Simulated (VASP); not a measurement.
# Al16BN15 (a cell with a defect) in VASP: notebook

Al16BN15 (a cell with a defect) is run at these levels: HSE06, PBE; tasks: single point.

All numbers are computed with VASP 6.6.1; they aren't measurements. Logs are shortened: lines on timing, memory, paths and dates and some standing lists are left out, and cuts for length are marked.

### Step 1. The cell of the first run

The cell holds a defect, 32 atoms: a = 6.260 Å, b = 6.260 Å, c = 10.035 Å, α = 90.00°, β = 90.00°, γ = 120.00°.

### Step 2. Single point, HSE06

Input file POSCAR:

```
Al16BN15
1.0
    6.2595139128      0.0000000578      0.0000000000
   -3.1297570064      5.4208980350      0.0000000000
    0.0000000000      0.0000000000     10.0348065929
Al N B
16 15 1
Direct
    0.3374711104      0.1622348024      0.2474581564
    0.1605733743      0.3387906901      0.4992625287
    0.3307750603      0.1707203152      0.7490952952
    0.1683815997      0.3308237314      1.0017099956
    0.3442985795      0.6626987305      0.2523966600
    0.1744063359      0.8556524117      0.4962292269
    0.3273757951      0.6666538826      0.7525897066
    0.1731066470      0.8322533788      0.9958213989
    0.8374688376      0.1560050959      0.2521859488
    0.6438413738      0.3247297121      0.4957191683
    0.8340233745      0.1728441075      0.7524235254
    0.6672532872      0.3267341871      0.9958424125
    0.8546567273      0.6450983512      0.2354715936
    0.6517304312      0.8467968069      0.5166460545
    0.8310477354      0.6709299269      0.7458953999
    0.6707640141      0.8279786442      0.9988891663
    0.3237290744      0.1755831189      0.4350886706
    0.1721703248      0.3280292999      0.1908597856
    0.3331224434      0.1668716836      0.9375095067
    0.1651172843      0.3352723724      0.6894755123
    0.3266877035      0.6755568110      0.4415503510
    0.1877650439      0.8306584847      0.1823060547
    0.3347275419      0.6627753693      0.9408037463
    0.1676342324      0.8367867103      0.6886263296
    0.8236211678      0.1719320454      0.4413883638
    0.6689826125      0.3121017331      0.1822898467
    0.8354840290      0.1642002882      0.9410387944
    0.6658415800      0.3347393212      0.6884113436
    0.6812739780      0.8198553346      0.1940228237
    0.8359754429      0.6638437477      0.9380095591
    0.6609581899      0.8394026345      0.7013204013
    0.8194891822      0.6798980299      0.4354902740
```

Input file INCAR.step1:

```
PREC = Accurate ; ENCUT = 520
EDIFF = 1E-5 ; ISMEAR = -1
SIGMA = 0.01 ; LREAL = Auto
LASPH = True ; NELM = 120
ALGO = Normal ; ISIF = 2
LWAVE = True ; LCHARG = False
GGA = PE ; NBANDS = 85
GGA_COMPAT = False ; ISYM = -1
```

Input file INCAR.step2:

```
PREC = Accurate ; ENCUT = 520
EDIFF = 1E-6 ; ISMEAR = -1
SIGMA = 0.01 ; LREAL = Auto
LASPH = True ; NELM = 120
ALGO = Normal ; ISIF = 2
LWAVE = False ; LCHARG = False
GGA = PE ; LHFCALC = True
HFSCREEN = 0.2079 ; PRECFOCK = Fast
ISTART = 1 ; NBANDS = 85
GGA_COMPAT = False ; ISYM = -1
```

Input file KPOINTS:

```
explicit points
1
Reciprocal
  0.25000000   0.25000000   0.25000000 1
```

Potentials or basis: VASP PAW PBE potentials, release 64 (Al, N, B).

On the command line:

```bash
$ cat potpaw_PBE.64/Al/POTCAR potpaw_PBE.64/N/POTCAR potpaw_PBE.64/B/POTCAR > POTCAR
$ cp INCAR.step1 INCAR
$ mpirun -np 1 vasp_std > vasp.out
$ cp INCAR.step2 INCAR
$ mpirun -np 1 vasp_std > vasp.out
```

OUTCAR:

```text
PREC = Accurate
   ENCUT = 520
   EDIFF = 1E-6
   ISMEAR = -1
   LREAL = Auto
   LASPH = True
   NELM = 120
   ISIF = 2
   GGA = PE
   LHFCALC = True
   HFSCREEN = 0.2079
   PRECFOCK = Fast
   ISTART = 1
   ISYM = -1

 ion  position               nearest neighbor table
   1  0.337  0.162  0.247-  18 1.88  17 1.89  26 1.91  22 1.92  10 2.99   6 3.00   4 3.07  12 3.09
                             8 3.09   9 3.11   5 3.11  13 3.14  13 3.14   5 3.15   9 3.15   2 3.17
   2  0.161  0.339  0.499-  17 1.88  20 1.91  21 1.92  25 1.92   9 3.04   5 3.04   6 3.07  10 3.07
                            11 3.10   7 3.10   3 3.11  14 3.13  14 3.14   1 3.17  10 3.19   6 3.19
   3  0.331  0.171  0.749-  20 1.89  19 1.89  24 1.91  28 1.92  10 3.06   6 3.06  12 3.08   4 3.08
                             8 3.08   2 3.11   7 3.12  11 3.12  15 3.13  15 3.13  11 3.14   7 3.14
   4  0.168  0.331  0.002-  19 1.89  18 1.90  23 1.90  27 1.90   1 3.07   3 3.08   9 3.09  11 3.09
                             7 3.09   5 3.09   8 3.12  12 3.12  16 3.13  16 3.13  12 3.14   8 3.14
   5  0.344  0.663  0.252-  22 1.89  21 1.91  18 1.92  29 1.92  13 3.02   2 3.04   9 3.09   4 3.09
                            16 3.10   1 3.11  14 3.14   6 3.14   1 3.15   8 3.17   9 3.17  13 3.26
   6  0.174  0.856  0.496-  17 1.84  21 1.89  24 1.93  32 2.02  10 2.94   1 3.00  14 3.02   3 3.06
                             2 3.07  15 3.12   5 3.14  13 3.15   7 3.17   2 3.19  14 3.25  10 3.32
   7  0.327  0.667  0.753-  31 1.88  23 1.89  24 1.90  20 1.90  14 2.95   8 2.99  11 3.09   4 3.09
                            16 3.09   2 3.10   3 3.12  15 3.12  15 3.14   3 3.14  11 3.17   6 3.17
   8  0.173  0.832  0.996-  22 1.87  23 1.88  19 1.91  30 1.92  13 2.97   7 2.99   3 3.08  12 3.09
                             1 3.09  15 3.12   4 3.12  16 3.13  16 3.13   4 3.14  12 3.17   5 3.17
   9  0.837  0.156  0.252-  26 1.89  25 1.91  29 1.91  18 1.92  13 3.01   2 3.04   5 3.09   4 3.09
                            16 3.10   1 3.11  10 3.14  14 3.14   1 3.15  12 3.17   5 3.17  13 3.26
  10  0.644  0.325  0.496-  17 1.84  25 1.89  28 1.94  32 2.02   6 2.94   1 2.99  14 3.02   3 3.06
                             2 3.07  15 3.14   9 3.14  13 3.15  11 3.18   2 3.19  14 3.25   6 3.32
  11  0.834  0.173  0.752-  31 1.88  27 1.89  28 1.90  20 1.90  14 2.96  12 3.00   7 3.09   4 3.09
                             2 3.10  16 3.10   3 3.12  15 3.13  15 3.13   3 3.14   7 3.17  10 3.18
  12  0.667  0.327  0.996-  26 1.87  27 1.88  19 1.90  30 1.92  13 2.97  11 3.00   3 3.08   1 3.09
                             8 3.09   4 3.12  15 3.13  16 3.13  16 3.13   4 3.14   8 3.17   9 3.17
  13  0.855  0.645  0.235-  26 1.89  22 1.89  29 1.93  32 2.04  12 2.97   8 2.97   9 3.01   5 3.02
                            16 3.10   1 3.14   1 3.14  10 3.15   6 3.15   5 3.26   9 3.26
  14  0.652  0.847  0.517-  31 1.86  21 1.92  25 1.92  32 1.99   7 2.95  11 2.96  15 3.00   6 3.02
                            10 3.02   2 3.13   5 3.14   2 3.14   9 3.14  10 3.25   6 3.25
  15  0.831  0.671  0.746-  31 1.89  28 1.91  24 1.91  30 1.93  14 3.00  16 3.07   8 3.12   7 3.12
                             6 3.12  12 3.13  11 3.13   3 3.13   3 3.13  11 3.13  10 3.14   7 3.14
  16  0.671  0.828  0.999-  30 1.89  23 1.91  27 1.91  29 1.96  15 3.07   7 3.09  13 3.10   5 3.10
                            11 3.10   9 3.10  12 3.13   4 3.13   8 3.13   8 3.13   4 3.13  12 3.13
  17  0.324  0.176  0.435-  10 1.84   6 1.84   2 1.88   1 1.89
  18  0.172  0.328  0.191-   1 1.88   4 1.90   9 1.92   5 1.92
  19  0.333  0.167  0.938-   3 1.89   4 1.89  12 1.90   8 1.91
  20  0.165  0.335  0.689-   3 1.89  11 1.90   7 1.90   2 1.91
  21  0.327  0.676  0.442-   6 1.89   5 1.91   2 1.92  14 1.92
  22  0.188  0.831  0.182-   8 1.87  13 1.89   5 1.89   1 1.92
[... 8 lines left out ...]
  31  0.661  0.839  0.701-  14 1.86  11 1.88   7 1.88  15 1.89
  32  0.819  0.680  0.435-  14 1.99  10 2.02   6 2.02  13 2.04

IMPORTANT INFORMATION: All symmetrisations will be switched off!
NOSYMM: (Re-)initialisation of all symmetry stuff for point group C_1.

----------------------------------------------------------------------------------------

                                     Primitive cell

  volume of cell :     340.5029

  direct lattice vectors                    reciprocal lattice vectors
     6.259513913  0.000000058  0.000000000     0.159756813  0.092235641  0.000000000
    -3.129757006  5.420898035  0.000000000    -0.000000002  0.184471279  0.000000000
     0.000000000  0.000000000 10.034806593     0.000000000  0.000000000  0.099653141

  length of vectors
     6.259513913  6.259513913 10.034806593     0.184471279  0.184471279  0.099653141

  position of ions in fractional coordinates (direct lattice)
     0.337471110  0.162234802  0.247458156
     0.160573374  0.338790690  0.499262529
     0.330775060  0.170720315  0.749095295
     0.168381600  0.330823731  0.001709996
     0.344298579  0.662698730  0.252396660
     0.174406336  0.855652412  0.496229227
[... 24 lines left out ...]
     0.660958190  0.839402634  0.701320401
     0.819489182  0.679898030  0.435490274

  ion indices of the primitive-cell ions
   primitive index   ion index
                 1           1
                 2           2
                 3           3
                 4           4
                 5           5
                 6           6
[... 24 lines left out ...]
                31          31
                32          32

----------------------------------------------------------------------------------------

 KPOINTS: explicit points

Read explicit list of k-points.

 Found      1 k-points:

 Following reciprocal coordinates:
            Coordinates               Weight
  0.250000  0.250000  0.250000      1.000000
   k-points           NKPTS =      1   k-points in BZ     NKDIM =      1   number of bands    NBANDS=     85
   number of dos      NEDOS =    301   number of ions     NIONS =     32
   total plane-waves  NPLWV = 184320
   dimension x,y,z NGX =    48 NGY =   48 NGZ =   80
   dimension x,y,z NGXF=    96 NGYF=   96 NGZF=  160
   ions per type =              16  15   1
   NGX,Y,Z   is equivalent  to a cutoff of  12.75, 12.75, 13.25 a.u.
   NGXF,Y,Z  is equivalent  to a cutoff of  25.50, 25.50, 26.51 a.u.
 SYSTEM =  unknown system
   PREC   = accura    normal or accurate (medium, high low for compatibility)
   ISTART =      1    job   : 0-new  1-cont  2-samecut
   ICHARG =      0    charge: 1-file 2-atom 10-const
   ISPIN  =      1    spin polarized calculation?
   LNONCOLLINEAR =      F non collinear calculations
   LSORBIT =      F    spin-orbit coupling
   LASPH  =      T    aspherical Exc in radial PAW
   ENCUT  =  520.0 eV  38.22 Ry    6.18 a.u.  11.64 11.64 18.66*2*pi/ulx,y,z
   NELM   =    120;   NELMIN=  2; NELMDL=  0     # of ELM steps
   EDIFF  = 0.1E-05   stopping-criterion for ELM
   LREAL  =      T    real-space projection
   EDIFFG = 0.1E-04   stopping-criterion for IOM
   NSW    =      0    number of steps for IOM
   IBRION =     -1    ionic relax: 0-MD 1-quasi-New 2-CG
   NFREE  =      0    steps in history (QN), initial steepest desc. (CG)
   ISIF   =      2    stress and relaxation
   ISYM   =     -1    0-nonsym 1-usesym 2-fastsym
   POTIM  = 0.5000    time-step for ionic-motion
   TEBEG  =    0.0;   TEEND  =   0.0 temperature during run
   PSTRESS=    0.0 pullay stress
   NELECT =     126.0000    total number of electrons
   NUPDOWN=      -1.0000    fix difference up-down
   EMIN   =  10.00;   EMAX   =-10.00  energy-range for DOS
   EFERMI =   0.00;   METHOD = LEGACY
   ISMEAR =    -1;   SIGMA  =   0.01  broadening in eV -4-tet -1-fermi 0-gaus
   EFERMI_NEDOS =   21; number of points for ismear=-14 and -15
   IALGO  =     38    algorithm
   IMIX   =      1    mixing-type and parameters
     AMIX     =   0.40;   BMIX     =  1.00
     AMIX_MAG =   1.60;   BMIX_MAG =  1.00
  volume/ion in A,a.u.               =      10.64        71.81
  Fermi-wavevector in a.u.,A,eV,Ry     =   1.175325  2.221043 18.794944  1.381389
  Thomas-Fermi vector in A             =   2.311708
   LORBIT       =      0    0 simple, 1 ext, 2 COOP (PROOUT), +10 PAW based schemes
   GGA     = PE    functional components
   LHFCALC =     T    Hartree Fock is set to
   PRECFOCK=fast      Normal, Fast or Accurate (Low or Medium for compatibility)
   ENCUT4O =  -1.0   cutoff for four orbital integrals eV
   NKREDX  =     1    reduce k-point grid by
   NKREDY  =     1    reduce k-point grid by
   NKREDZ  =     1    reduce k-point grid by
   AEXX    =    0.2500 exact exchange contribution
   HFSCREEN=    0.2079 screening length (either q_TF or 0.3 A-1)
   HFSCREENC=   0.2079 screening length for correlation (either q_TF or 0.3 A-1)
   ENCUTFOCK=  -1.0 apply spherical cutoff to Coloumb kernel
   IVDW    =     0    specifies the selected vdW correction
   LEPSILON=     F    determine dielectric tensor
   LRPA    =     F    only Hartree local field effects (RPA)
 non-spin polarized calculation
  energy-cutoff  :      520.00
  volume of cell :      340.50
 maximum number of plane-waves:      9148
 NGX is ok and might be reduce to    48
  NGX = 24; NGY = 24; NGZ = 40

 number of electron     125.9999999 magnetization

 Free energy of the ion-electron system (eV)
  ---------------------------------------------------
  ext. energy  EPLUGINS =         0.00000000
  ---------------------------------------------------
  free energy    TOTEN  =      -273.11084182 eV

  energy without entropy =     -273.11084182  energy(sigma->0) =     -273.11084182

 E-fermi :   6.3853     XC(G=0):  -8.9581

 val. band max:        6.1378567540   @ k =   0.2500   0.2500   0.2500
 cond. band min:       7.7942775986   @ k =   0.2500   0.2500   0.2500
 fundamental gap:      1.6564208446
 Fermi energy:         6.3853207135

 k-point     1 :       0.2500    0.2500    0.2500
  band No.  band energies     occupation
      1     -10.9773      2.00000
      2     -10.5429      2.00000
      3     -10.3694      2.00000
      4     -10.2477      2.00000
      5      -9.9964      2.00000
      6      -9.9247      2.00000
[... 67 lines left out ...]
     74      13.3727      0.00000
     75      13.7344      0.00000
 [bands above 75 left out]

------------------------ aborting loop because EDIFF is reached ----------------------------------------

  FORCE on cell =-STRESS in cart. coord.  units (eV):
  Direction    XX          YY          ZZ          XY          YZ          ZX
  --------------------------------------------------------------------------------------
  -------------------------------------------------------------------------------------
  Total       -1.9774130     -8.9990264      2.0265208     -6.2302132      4.5399316     -6.6575370
  in kB       -9.3043730    -42.3433537      9.5354412    -29.3151845     21.3618584    -31.3258827
  external PRESSURE =     -14.0374285 kB  Pullay stress =       0.0000000 kB

 VOLUME and BASIS-vectors are now :
 -----------------------------------------------------------------------------
  energy-cutoff  :      520.00
  volume of cell :      340.50
      direct lattice vectors                 reciprocal lattice vectors
     6.259513913  0.000000058  0.000000000     0.159756813  0.092235641  0.000000000
    -3.129757006  5.420898035  0.000000000    -0.000000002  0.184471279  0.000000000
     0.000000000  0.000000000 10.034806593     0.000000000  0.000000000  0.099653141

 POSITION                                       TOTAL-FORCE (eV/Angst)
 -----------------------------------------------------------------------------------
      1.60465      0.87946      2.48319        -0.013709      0.007179     -0.024059
     -0.05522      1.83655      5.01000         0.003402      0.004501      0.023965
      1.53618      0.92546      7.51703         0.013797      0.000066      0.038165
      0.01859      1.79336      0.01716        -0.002785     -0.006962      0.001367
      0.08106      3.59242      2.53275         0.001193      0.023617     -0.024766
     -1.58629      4.63840      4.97956         0.197175      0.156451      0.046224
[... 24 lines left out ...]
      1.51015      4.55032      7.03761         0.018892     -0.010268     -0.124796
      3.00169      3.68566      4.37006        -0.010451      0.015428     -0.016435
 -----------------------------------------------------------------------------------
    total drift:                                0.009281     -0.007949      0.013878

  FREE ENERGIE OF THE ION-ELECTRON SYSTEM (eV)
  ---------------------------------------------------
  free  energy   TOTEN  =      -273.1108418161 eV

  energy  without entropy=     -273.1108418161  energy(sigma->0) =     -273.11084182
```

Run time: 5.2 min. Hardware: 1 thread of AMD EPYC 7R13 (Zen 3), shared host; peak memory 0.57 GiB.

Results:

| Quantity | Value |
| --- | --- |
| Free energy | -273.1108 eV |
| Pressure | -1.4 GPa |
| Largest force | 0.256 eV/Å |
| Band gap on the k mesh | 1.66 eV |

Forces on the atoms (eV/Å):
```
Al  -0.014  0.007 -0.024
Al   0.003  0.005  0.024
Al   0.014  0.000  0.038
Al  -0.003 -0.007  0.001
Al   0.001  0.024 -0.025
Al   0.197  0.156  0.046
Al   0.003  0.009  0.042
Al   0.030 -0.001  0.026
Al  -0.019 -0.015 -0.026
Al  -0.036 -0.247  0.046
Al  -0.020  0.001  0.054
Al   0.022 -0.025  0.023
Al   0.021 -0.015 -0.201
Al  -0.142  0.086  0.135
Al  -0.002 -0.015  0.122
Al   0.003  0.014  0.036
N    0.052 -0.032  0.019
N    0.011 -0.007 -0.009
N    0.001 -0.007 -0.016
N    0.006 -0.002 -0.022
N   -0.005  0.022  0.011
N   -0.057 -0.046  0.019
N   -0.031  0.020 -0.041
N   -0.023 -0.012 -0.073
N   -0.023 -0.004  0.010
N    0.010  0.073  0.019
N   -0.012  0.015 -0.055
N   -0.015  0.018 -0.077
N    0.024 -0.028  0.046
N   -0.010  0.008 -0.010
N    0.019 -0.010 -0.125
B   -0.010  0.015 -0.016
```

Stress tensor (GPa, compression positive):
```
-0.93 -2.93 -3.13
-2.93 -4.23  2.14
-3.13  2.14  0.95
```

Caveat: the PAW data sets were made with another functional, which shifts forces and pressure a little.

### Step 3. Single point, PBE

Input file INCAR:

```
SYSTEM = Al16BN15
ALGO = Normal
EDIFF = 1E-6
ENCUT = 520
GGA = PE
ISIF = 2
ISMEAR = -1
LASPH = .TRUE.
LCHARG = .FALSE.
LREAL = Auto
LWAVE = .FALSE.
NBANDS = 85
NELM = 80
PREC = Accurate
SIGMA = 0.01
```

Input file KPOINTS:

```
Automatic mesh
0
Gamma
  2 2 2
  0.5 0.5 0.5
```

POSCAR is that of step 2.

Potentials or basis: VASP PAW PBE potentials, release 64 (Al, N, B).

On the command line:

```bash
$ cat potpaw_PBE.64/Al/POTCAR potpaw_PBE.64/N/POTCAR potpaw_PBE.64/B/POTCAR > POTCAR
$ mpirun -np 1 vasp_std > vasp.out
```

OUTCAR:

```text
SYSTEM = Al16BN15
   EDIFF = 1E-6
   ENCUT = 520
   GGA = PE
   ISIF = 2
   ISMEAR = -1
   LASPH = .TRUE.
   LREAL = Auto
   NELM = 80
   PREC = Accurate

 ion  position               nearest neighbor table
   1  0.337  0.162  0.247-  18 1.88  17 1.89  26 1.91  22 1.92  10 2.99   6 3.00   4 3.07  12 3.09
                             8 3.09   9 3.11   5 3.11  13 3.14  13 3.14   5 3.15   9 3.15   2 3.17
   2  0.161  0.339  0.499-  17 1.88  20 1.91  21 1.92  25 1.92   9 3.04   5 3.04   6 3.07  10 3.07
                            11 3.10   7 3.10   3 3.11  14 3.13  14 3.14   1 3.17  10 3.19   6 3.19
   3  0.331  0.171  0.749-  20 1.89  19 1.89  24 1.91  28 1.92  10 3.06   6 3.06  12 3.08   4 3.08
                             8 3.08   2 3.11   7 3.12  11 3.12  15 3.13  15 3.13  11 3.14   7 3.14
[... 1226 lines left out ...]
  external PRESSURE =      43.5696163 kB  Pullay stress =       0.0000000 kB

 VOLUME and BASIS-vectors are now :
 -----------------------------------------------------------------------------
  energy-cutoff  :      520.00
  volume of cell :      340.50
      direct lattice vectors                 reciprocal lattice vectors
     6.259513913  0.000000058  0.000000000     0.159756813  0.092235641  0.000000000
    -3.129757006  5.420898035  0.000000000    -0.000000002  0.184471279  0.000000000
     0.000000000  0.000000000 10.034806593     0.000000000  0.000000000  0.099653141

 POSITION                                       TOTAL-FORCE (eV/Angst)
 -----------------------------------------------------------------------------------
      1.60465      0.87946      2.48319         0.144131     -0.086607     -0.448204
     -0.05522      1.83655      5.01000        -0.446202      0.250042      0.044006
      1.53618      0.92546      7.51703         0.224538     -0.091004     -0.024137
      0.01859      1.79336      0.01716        -0.128702      0.042450     -0.141350
      0.08106      3.59242      2.53275         0.289303      0.031545     -0.201596
     -1.58629      4.63840      4.97956         0.153477     -0.563433      0.469996
[... 24 lines left out ...]
      1.51015      4.55032      7.03761        -0.184870      0.100610      0.073166
      3.00169      3.68566      4.37006         0.135348     -0.055433     -0.233842
 -----------------------------------------------------------------------------------
    total drift:                                0.009072     -0.007838      0.006924

  FREE ENERGIE OF THE ION-ELECTRON SYSTEM (eV)
  ---------------------------------------------------
  free  energy   TOTEN  =      -229.2096248754 eV

  energy  without entropy=     -229.2058912849  energy(sigma->0) =     -229.20775808
```

stdout:

```text
POSCAR found type information on POSCAR AlN B
 POSCAR found :  3 types and      32 ions
 scaLAPACK will be used
 LDA part: xc-table for (Slater+PW92), standard interpolation
 POSCAR, INCAR and KPOINTS ok, starting setup
 FFT: planning ... GRIDC
 FFT: planning ... GRID_SOFT
 FFT: planning ... GRID
 WAVECAR not read
 entering main loop
```

Wall time 18 min (1 thread of Intel Xeon 8259CL, shared host); peak memory 0.55 GiB.

Results:

```
Free energy            : -229.2096 eV
Pressure               : 4.4 GPa
Largest force          : 0.788 eV/Å
Band gap on the k mesh : zero (bands 63 and 64 overlap by 0.03 eV)
```

Forces in eV/Å, atoms in the order of the input:
```
Al   0.144 -0.087 -0.448
Al  -0.446  0.250  0.044
Al   0.225 -0.091 -0.024
Al  -0.129  0.042 -0.141
Al   0.289  0.032 -0.202
Al   0.153 -0.563  0.470
Al   0.075 -0.019 -0.073
Al  -0.099  0.086 -0.161
Al   0.115 -0.259 -0.187
Al   0.579  0.158  0.511
Al   0.009 -0.035 -0.027
Al  -0.110  0.047 -0.163
Al  -0.374  0.217 -0.101
Al  -0.209  0.142 -0.334
Al   0.204 -0.148 -0.145
Al  -0.156  0.126  0.063
N    0.109 -0.063  0.006
N   -0.213  0.127  0.185
N    0.134 -0.098  0.127
N   -0.115  0.081 -0.039
N    0.208 -0.142  0.087
N   -0.205  0.078  0.265
N    0.138 -0.083  0.044
N   -0.144  0.182  0.161
N    0.226 -0.085  0.092
N   -0.168  0.149  0.270
N    0.236 -0.055 -0.005
N   -0.302 -0.044  0.144
N   -0.348  0.126 -0.361
N    0.223 -0.117  0.105
N   -0.185  0.101  0.073
B    0.135 -0.055 -0.234
```

Caveat: the k points lie up to 0.58 Å⁻¹ apart.
